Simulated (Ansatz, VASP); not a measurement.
## MnF2 in VASP and in Ansatz

File INCAR:

```
SYSTEM = MnF2
ALGO = Normal ; EDIFF = 1E-6
ENCUT = 700 ; GGA = PE
GGA_COMPAT = .FALSE. ; ISIF = 2
ISMEAR = 0 ; ISPIN = 2
LASPH = .TRUE. ; LCHARG = .FALSE.
LDAU = .TRUE. ; LDAUJ = 0 0
LDAUL = 2 -1 ; LDAUPRINT = 1
LDAUTYPE = 2 ; LDAUU = 2 0
LMAXMIX = 4 ; LORBIT = 11
LREAL = .FALSE. ; LWAVE = .FALSE.
MAGMOM = 4.73 0 0 ; NBANDS = 26
NELM = 200 ; PREC = Accurate
SIGMA = 0.05
```

KPOINTS

```
k-points
0
G
  8 8 6
  0 0 0
```

File POSCAR:

```
MnF2
1.0
    3.3743128661      0.0000000000      0.0000000000
   -1.6871564330      2.9222406624      0.0000000000
    0.0000000000      0.0000000000      4.9576215098
Mn F
1 2
Direct
    0.0000000000      0.0000000000      0.0000000000
    0.3333333333      0.6666666667      0.1942625801
    0.6666666667      0.3333333333      0.8057374199
```

Input for Ansatz:

```yaml
crystal:
  lattice:
    - [3.3743128661, 0.0, 0.0]
    - [-1.687156433, 2.9222406624, 0.0]
    - [0.0, 0.0, 4.9576215098]
  atoms:
    - { symbol: Mn, position: [0.0, 0.0, 0.0], spin: 4.73 }
    - { symbol: F, position: [0.3333333333, 0.6666666667, 0.1942625801] }
    - { symbol: F, position: [0.6666666667, 0.3333333333, 0.8057374199] }
basis:
  ecutwfc: 420
  ecutrho_ratio: 4
kpoints:
  mp_grid: { grid: [8, 8, 6] }
hamiltonian:
  xc: pbe
  hubbard: { sites: [{ species: Mn, l: d, u_eff: 2.0 }] }
scf:
  occupations: { method: gaussian, width: 0.05 }
  lower_state_search: "off"
output:
  forces: true
  stress: true
  eigenvalues: true
  populations: true
  hubbard: { sites: [{ species: Mn, l: d }] }
  dos: { projected: true, de: 0.02 }
magnetization:
  spin_polarized: true
checkpoint:
  read: start.run
  write: ck
  compress: false
  write_wavefunctions: false
  write_every: 100000
```

Alike in both runs: task single point; functional PBE; k mesh 8 × 8 × 6; occupations gaussian, width 0.05 eV; collinear spin; Hubbard terms Mn d U = 2.0 eV.

```csv
,VASP,Ansatz
version,VASP 6.6.1,Ansatz 0.2.0
potentials or method,"VASP PAW PBE potentials, release 64 (Mn_sv, F), cutoff 700 eV","scalar-relativistic, plane waves, PAW"
valence electrons in the cell,29,29
```

|  | VASP | Ansatz | Ansatz less VASP |
| --- | --- | --- | --- |
| gap on the k mesh at the Fermi level (eV) | 2.47 | 2.61 | +0.136 |
| least direct gap on the mesh (eV) | 2.48 | 2.62 | +0.137 |
| pressure (GPa) | -1.7 | -0.8 | +0.88 |
| traceless stress, the component that is largest in VASP (GPa) | 0.60 | 0.46 | -0.142 |
| rms of the force components (eV/Å) | 0.051 | 0.032 | -0.0193 |
| net moment per atom (μB) | 1.67 | 1.67 | 0.000 |
| size of the moment on the site where the two differ most (μB) | 4.49 | 4.28 | -0.215 |

Site moments also hang on the region over which each program counts them. The programs project onto different local orbitals, so the same U acts differently, and such runs can settle in different states. Atom by atom the forces differ by 0.019 eV/Å (rms over components).
